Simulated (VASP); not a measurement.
Ir:

```xyz
1
Lattice="0.0000 1.9156 1.9156 1.9156 0.0000 1.9156 1.9156 1.9156 0.0000" Properties=species:S:1:pos:R:3 pbc="T T T"
Ir    0.0000    0.0000    0.0000
```

| Property | Result |
| --- | --- |
| Program | VASP 6.6.1 |
| Task | relaxation of cell and atoms |
| Functional | BLYP |
| Dispersion | D3(BJ) |
| Potentials or basis | VASP PAW PBE potentials, release 64 (Ir) |
| Cutoff | 600 eV |
| k mesh | 12 × 12 × 12 |
| Occupations | fermi-dirac, width 0.05 eV |
| Spin | no spin polarisation |

At the start: pressure 11.5 GPa; volume 14.06 Å³/atom.

Q: Where does the relaxation end?

A: Over 4 steps the energy falls by 14.9 meV/atom and the volume is 14.49 Å³/atom (+3.1 %); space group Fm-3m (No. 225, to 0.05 Å).

The path:
| step | energy change (eV) | largest force (eV/Å) | pressure (GPa) | volume (Å³) |
| --- | --- | --- | --- | --- |
| 1 | 0.0000 | 0.0000 | 11.46 | 14.06 |
| 2 | 0.1615 | 0.0000 | -29.28 | 16.21 |
| 3 | -0.0149 | 0.0000 | -0.54 | 14.51 |
| 4 | -0.0149 | 0.0000 | -0.03 | 14.49 |

Final structure:
```
CELL_PARAMETERS angstrom
0.00000 1.93503 1.93503
1.93503 0.00000 1.93503
1.93503 1.93503 0.00000
ATOMIC_POSITIONS crystal
Ir 0.00000 0.00000 0.00000
```

Caveat: the PAW data sets were made with another functional, which shifts forces and pressure a little; pairwise dispersion overbinds metals, which lowers pressure and volume.
